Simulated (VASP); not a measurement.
Write the native input for VASP 6.6.1 that does the following.

* Task: dielectric tensor
* Functional: r2SCAN
* Potentials or basis: VASP PAW PBE potentials, release 64 (K_sv, I)
* Cutoff: 520 eV
* k mesh: 6 × 6 × 6
* Occupations: gaussian, width 0.01 eV
* Spin: no spin polarisation
* Dipole correction: no
* Further INCAR settings: ALGO = Normal; EDIFF = 1e-08

The structure of KI lies in POSCAR:

```
KI
1.0
    0.0000000000      3.5442847980      3.5442847980
    3.5442847980      0.0000000000      3.5442847980
    3.5442847980      3.5442847980      0.0000000000
K I
1 1
Direct
    0.0000000000      0.0000000000      0.0000000000
    0.5000000000      0.5000000000      0.5000000000
```

One way to write it, as run:

INCAR

```
ALGO = Normal
EDIFF = 1E-8
ENCUT = 520
ISIF = 2
ISMEAR = 0
LASPH = T
LCALCEPS = T
LCHARG = F
LMIXTAU = T
LREAL = F
LWAVE = F
METAGGA = R2SCAN
NELM = 80
PREC = Accurate
SIGMA = 0.01
```

KPOINTS

```
k-points
0
Gamma
  6 6 6
```

Potentials or basis: VASP PAW PBE potentials, release 64 (K_sv, I).

Run with:

```console
$ cat potpaw_PBE.64/K_sv/POTCAR potpaw_PBE.64/I/POTCAR > POTCAR
$ mpirun -np 1 vasp_std > vasp.out
```

Results of the run:

```
Band gap on the k mesh                  : 4.58 eV
Electronic dielectric tensor (diagonal) : 2.72
Born charges (mean of the diagonal)     : K +1.12; I -1.12 e
```

Caveat: spin-orbit coupling is left out, which moves the levels of the heavy elements.

Wall time 28 min on 1 thread of Intel(R) Xeon(R) 6975P-C (Granite Rapids), with other jobs on the host, peak memory 0.52 GiB.
